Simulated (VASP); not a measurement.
# InP (I-4m2) in VASP: single point with PBE

Aim: the single point of InP with PBE.

Everything below comes from runs of VASP 6.6.1. Logs are shortened: lines on timing, memory, paths and dates and some standing lists are left out, and cuts for length are marked.

## 1. The cell of the first run

Symmetry: I-4m2, No. 119, tetragonal system. Conventional cell: a = 4.420 Å, b = 4.420 Å, c = 5.508 Å, α = 90.00°, β = 90.00°, γ = 90.00°. In (site symmetry -4m2) has 4 P at 2.60 Å within 3.4 Å. Within 3.4 Å of P (site symmetry -4m2) lie 4 In at 2.60 Å.

## 2. Single point, PBE (epitaxial xy strain +5.8%)

Contents of INCAR:

```
PREC = Accurate
ENCUT = 520
EDIFF = 1E-7
ISMEAR = -1
SIGMA = 0.02
LREAL = F
LASPH = T
NELM = 60
ALGO = Normal
ISIF = 2
LWAVE = F
LCHARG = F
GGA = PE
NBANDS = 16
```

Contents of KPOINTS:

```
regular mesh
0
Gamma
  8 8 8
```

Contents of POSCAR:

```
InP
1.0
    0.0000000000      3.1254026998      2.7539660872
    3.1254026998      0.0000000000      2.7539660872
    3.1254026998      3.1254026998      0.0000000000
In P
1 1
Direct
    0.0000000000      0.0000000000      0.0000000000
    0.2500000000      0.2500000000      0.2500000000
```

Potentials or basis: VASP PAW PBE potentials, release 64 (In_d, P).

Launch:

```sh
$ cat potpaw_PBE.64/In_d/POTCAR potpaw_PBE.64/P/POTCAR > POTCAR
$ mpirun -np 1 vasp_std > vasp.out
```

OUTCAR:

```text
PREC = Accurate
   ENCUT = 520
   EDIFF = 1E-7
   ISMEAR = -1
   LREAL = F
   LASPH = T
   NELM = 60
   ISIF = 2
   GGA = PE

 ion  position               nearest neighbor table
   1  0.000  0.000  0.000-   2 2.60   2 2.60   2 2.60   2 2.60
   2  0.250  0.250  0.250-   1 2.60   1 2.60   1 2.60   1 2.60

  LATTYP: Found a body centered tetragonal cell.
 ALAT       =     4.4199868859
 C/A-ratio  =     1.2461421983

  Lattice vectors:

 A1 = (   0.0000000000,  -3.1254026998,  -2.7539660872)
 A2 = (   0.0000000000,   3.1254026998,  -2.7539660872)
 A3 = (   3.1254026998,   0.0000000000,   2.7539660872)

Analysis of symmetry for initial positions (statically):
=====================================================================
 Subroutine PRICEL returns:
 Original cell was already a primitive cell.

 Routine SETGRP: Setting up the symmetry group for a
 body centered tetragonal supercell.

 Subroutine GETGRP returns: Found  8 space group operations
 (whereof  8 operations were pure point group operations)
 out of a pool of 16 trial point group operations.

The static configuration has the point symmetry D_2d.

Analysis of symmetry for dynamics (positions and initial velocities):
=====================================================================
 Subroutine PRICEL returns:
 Original cell was already a primitive cell.

 Routine SETGRP: Setting up the symmetry group for a
 body centered tetragonal supercell.

 Subroutine GETGRP returns: Found  8 space group operations
 (whereof  8 operations were pure point group operations)
 out of a pool of 16 trial point group operations.

The dynamic configuration has the point symmetry D_2d.

 Subroutine INISYM returns: Found  8 space group operations
 (whereof  8 operations are pure point group operations),
 and found     1 'primitive' translations

----------------------------------------------------------------------------------------

                                     Primitive cell

  volume of cell :      53.8023

  direct lattice vectors                    reciprocal lattice vectors
     0.000000000  3.125402700  2.753966087    -0.159979384  0.159979384  0.181556339
     3.125402700  0.000000000  2.753966087     0.159979384 -0.159979384  0.181556339
     3.125402700  3.125402700  0.000000000     0.159979384  0.159979384 -0.181556339

  length of vectors
     4.165629754  4.165629754  4.419986886     0.290085351  0.290085351  0.290085351

  position of ions in fractional coordinates (direct lattice)
     0.000000000  0.000000000  0.000000000
     0.250000000  0.250000000  0.250000000

  ion indices of the primitive-cell ions
   primitive index   ion index
                 1           1
                 2           2

----------------------------------------------------------------------------------------

 KPOINTS: regular mesh

Automatic generation of k-mesh.
 Grid dimensions read from file:
 generate k-points for:    8    8    8

 Generating k-lattice:

  Cartesian coordinates                     Fractional coordinates (reciprocal lattice)
    -0.019997423  0.019997423  0.022694542     0.125000000 -0.000000000  0.000000000
     0.019997423 -0.019997423  0.022694542    -0.000000000  0.125000000  0.000000000
     0.019997423  0.019997423 -0.022694542     0.000000000  0.000000000  0.125000000

  Length of vectors
     0.036260669  0.036260669  0.036260669

  Shift w.r.t. Gamma in fractional coordinates (k-lattice)
     0.000000000  0.000000000  0.000000000

 Subroutine IBZKPT returns following result:
 ===========================================

 Found     59 irreducible k-points:

 Following reciprocal coordinates:
            Coordinates               Weight
  0.000000  0.000000  0.000000      1.000000
  0.125000  0.000000  0.000000      8.000000
  0.250000  0.000000  0.000000      8.000000
  0.375000  0.000000  0.000000      8.000000
  0.500000  0.000000  0.000000      4.000000
  0.125000  0.125000  0.000000      2.000000
[... 16 lines left out ...]
  0.250000  0.000000  0.125000     16.000000
  0.375000  0.000000  0.125000     16.000000
 [... further k-points ...]
   k-points           NKPTS =     59   k-points in BZ     NKDIM =     59   number of bands    NBANDS=     16
   number of dos      NEDOS =    301   number of ions     NIONS =      2
   total plane-waves  NPLWV =  36864
   dimension x,y,z NGX =    32 NGY =   32 NGZ =   36
   dimension x,y,z NGXF=    64 NGYF=   64 NGZF=   72
   ions per type =               1   1
   NGX,Y,Z   is equivalent  to a cutoff of  12.77, 12.77, 13.54 a.u.
   NGXF,Y,Z  is equivalent  to a cutoff of  25.54, 25.54, 27.08 a.u.
 SYSTEM =  unknown system
   PREC   = accura    normal or accurate (medium, high low for compatibility)
   ISTART =      0    job   : 0-new  1-cont  2-samecut
   ICHARG =      2    charge: 1-file 2-atom 10-const
   ISPIN  =      1    spin polarized calculation?
   LNONCOLLINEAR =      F non collinear calculations
   LSORBIT =      F    spin-orbit coupling
   LASPH  =      T    aspherical Exc in radial PAW
   ENCUT  =  520.0 eV  38.22 Ry    6.18 a.u.   7.75  7.75  8.22*2*pi/ulx,y,z
   NELM   =     60;   NELMIN=  2; NELMDL= -5     # of ELM steps
   EDIFF  = 0.1E-06   stopping-criterion for ELM
   LREAL  =      F    real-space projection
   EDIFFG = 0.1E-05   stopping-criterion for IOM
   NSW    =      0    number of steps for IOM
   IBRION =     -1    ionic relax: 0-MD 1-quasi-New 2-CG
   NFREE  =      0    steps in history (QN), initial steepest desc. (CG)
   ISIF   =      2    stress and relaxation
   ISYM   =      2    0-nonsym 1-usesym 2-fastsym
   POTIM  = 0.5000    time-step for ionic-motion
   TEBEG  =    0.0;   TEEND  =   0.0 temperature during run
   PSTRESS=    0.0 pullay stress
   NELECT =      18.0000    total number of electrons
   NUPDOWN=      -1.0000    fix difference up-down
   EMIN   =  10.00;   EMAX   =-10.00  energy-range for DOS
   EFERMI =   0.00;   METHOD = LEGACY
   ISMEAR =    -1;   SIGMA  =   0.02  broadening in eV -4-tet -1-fermi 0-gaus
   EFERMI_NEDOS =   21; number of points for ismear=-14 and -15
   IALGO  =     38    algorithm
   IMIX   =      4    mixing-type and parameters
     AMIX     =   0.40;   BMIX     =  1.00
     AMIX_MAG =   1.60;   BMIX_MAG =  1.00
  volume/ion in A,a.u.               =      26.90       181.54
  Fermi-wavevector in a.u.,A,eV,Ry     =   1.136490  2.147654 17.573403  1.291609
  Thomas-Fermi vector in A             =   2.273195
   LORBIT       =      0    0 simple, 1 ext, 2 COOP (PROOUT), +10 PAW based schemes
   GGA     = PE    functional components
   LHFCALC =     F    Hartree Fock is set to
   AEXX    =    0.0000 exact exchange contribution
   IVDW    =     0    specifies the selected vdW correction
   LEPSILON=     F    determine dielectric tensor
   LRPA    =     F    only Hartree local field effects (RPA)
 non-spin polarized calculation
  energy-cutoff  :      520.00
  volume of cell :       53.80
 maximum number of plane-waves:      1468
   NGX = 15   NGY = 15   NGZ = 17

 number of electron      18.0000000 magnetization

 Free energy of the ion-electron system (eV)
  ---------------------------------------------------
  ext. energy  EPLUGINS =         0.00000000
  ---------------------------------------------------
  free energy    TOTEN  =        -8.34006938 eV

  energy without entropy =       -8.33996667  energy(sigma->0) =       -8.34001802

 E-fermi :   4.7728     XC(G=0):  -9.0083

 val. band max:        4.7618909819   @ k =   0.0000   0.0000   0.0000
 cond. band min:       4.7837223876   @ k =   0.0000   0.0000   0.0000
 fundamental gap:      0.0218314057
 Fermi energy:         4.7728073155

 k-point     1 :       0.0000    0.0000    0.0000
  band No.  band energies     occupation
      1      -9.6053      2.00000
      2      -9.6053      2.00000
      3      -9.5588      2.00000
      4      -9.4910      2.00000
      5      -9.4638      2.00000
      6      -6.5605      2.00000
[... 8 lines left out ...]
     15      12.9390      0.00000
     16      14.3201      0.00000

 k-point     2 :       0.1250    0.0000    0.0000
  band No.  band energies     occupation
      1      -9.6119      2.00000
      2      -9.5992      2.00000
      3      -9.5609      2.00000
      4      -9.4917      2.00000
      5      -9.4620      2.00000
      6      -6.4011      2.00000
[... 8 lines left out ...]
     15      13.0835      0.00000
     16      13.9210      0.00000

 k-point     3 :       0.2500    0.0000    0.0000
  band No.  band energies     occupation
      1      -9.6372      2.00000
      2      -9.5866      2.00000
      3      -9.5567      2.00000
      4      -9.4922      2.00000
      5      -9.4552      2.00000
      6      -5.9572      2.00000
[... 8 lines left out ...]
     15      12.8351      0.00000
     16      14.2625      0.00000

 k-point     4 :       0.3750    0.0000    0.0000
  band No.  band energies     occupation
      1      -9.6663      2.00000
      2      -9.5775      2.00000
      3      -9.5501      2.00000
      4      -9.4902      2.00000
      5      -9.4448      2.00000
      6      -5.3734      2.00000
[... 8 lines left out ...]
     15      14.1209      0.00000
     16      14.2228      0.00000
[... 324 lines left out ...]
 k-point    22 :       0.1250    0.0000    0.1250
  band No.  band energies     occupation
      1      -9.6268      2.00000
      2      -9.5917      2.00000
      3      -9.5515      2.00000
      4      -9.4903      2.00000
      5      -9.4636      2.00000
      6      -6.3639      2.00000
[... 8 lines left out ...]
     15      13.4470      0.00000
     16      14.1756      0.00000

 k-point    23 :       0.2500    0.0000    0.1250
  band No.  band energies     occupation
      1      -9.6476      2.00000
      2      -9.5784      2.00000
      3      -9.5467      2.00000
      4      -9.4906      2.00000
      5      -9.4606      2.00000
      6      -6.0269      2.00000
[... 8 lines left out ...]
     15      13.5253      0.00000
     16      14.9912      0.00000

 k-point    24 :       0.3750    0.0000    0.1250
  band No.  band energies     occupation
      1      -9.6689      2.00000
      2      -9.5701      2.00000
      3      -9.5436      2.00000
      4      -9.4898      2.00000
      5      -9.4527      2.00000
      6      -5.4804      2.00000
[... 8 lines left out ...]
     15      13.8403      0.00000
     16      15.0096      0.00000

 [... further k-points ...]
[... 5 lines left out ...]
  --------------------------------------------------------------------------------------
  -------------------------------------------------------------------------------------
  Total       -0.8885568     -0.8885568      0.4856306      0.0000000      0.0000000      0.0000000
  in kB      -26.4603282    -26.4603282     14.4615897      0.0000000      0.0000000      0.0000000
  external PRESSURE =     -12.8196889 kB  Pullay stress =       0.0000000 kB

 VOLUME and BASIS-vectors are now :
 -----------------------------------------------------------------------------
  energy-cutoff  :      520.00
  volume of cell :       53.80
      direct lattice vectors                 reciprocal lattice vectors
     0.000000000  3.125402700  2.753966087    -0.159979384  0.159979384  0.181556339
     3.125402700  0.000000000  2.753966087     0.159979384 -0.159979384  0.181556339
     3.125402700  3.125402700  0.000000000     0.159979384  0.159979384 -0.181556339

 POSITION                                       TOTAL-FORCE (eV/Angst)
 -----------------------------------------------------------------------------------
      0.00000      0.00000      0.00000         0.000000      0.000000      0.000000
      1.56270      1.56270      1.37698        -0.000000     -0.000000     -0.000000
 -----------------------------------------------------------------------------------
    total drift:                                0.000001      0.000001      0.000001

  FREE ENERGIE OF THE ION-ELECTRON SYSTEM (eV)
  ---------------------------------------------------
  free  energy   TOTEN  =        -8.3400693801 eV

  energy  without entropy=       -8.3399666679  energy(sigma->0) =       -8.34001802
```

Wall time 60 s (1 thread of Intel Xeon 8259CL, shared host); peak memory 0.21 GiB.

What came out:

```
Free energy            : -8.3401 eV
Pressure               : -1.3 GPa
Band gap on the k mesh : 0.02 eV, direct
```

Caveat: the cell differs from its parent crystal (epitaxial xy strain +5.8%); spin-orbit coupling is left out, which moves the levels of the heavy elements.
